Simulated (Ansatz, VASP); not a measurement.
# Two plane-wave programs on NaC8

```xyz
9
Lattice="4.9760 0.0000 0.0000 -2.4880 4.3093 0.0000 0.0000 0.0000 4.4961" Properties=species:S:1:pos:R:3 pbc="T T T"
Na    0.0000    0.0000    2.2481
C     1.2490    0.7211    0.0000
C     0.0000    2.8729    0.0000
C     3.7270    0.7211    0.0000
C     2.4880    2.8671    0.0000
C     0.0000    1.4422    0.0000
C    -1.2390    3.5882    0.0000
C     2.4880    1.4364    0.0000
C     1.2390    3.5882    0.0000
```

Alike in both runs: functional PBE; dispersion D3(BJ); k mesh 12 × 12 × 8; occupations gaussian, width 0.1 eV; no spin polarisation.

Ansatz relaxed the structure, and its values are those at the end. VASP's run is a single point on that final structure, the one shown.

|  | VASP | Ansatz |
| --- | --- | --- |
| version | VASP 6.6.1 | Ansatz 0.2.0 |
| potentials or method | VASP PAW PBE potentials, release 64 (Na_pv, C), cutoff 520 eV | scalar-relativistic, plane waves, PAW |
| valence electrons in the cell | 39 | 41 |

Ansatz gave:

```
gap on the k mesh at the Fermi level (eV) : none
pressure (GPa)                            : 0.0
```

Q: What did VASP give for the same quantities?

A: gap on the k mesh at the Fermi level (eV): none; pressure (GPa): 0.1.

A gap of «none» marks a metal or a gap that the smearing closes. VASP's potentials hold 39 valence electrons a cell and Ansatz's 41, so a difference there can come from the potentials and not from the codes.
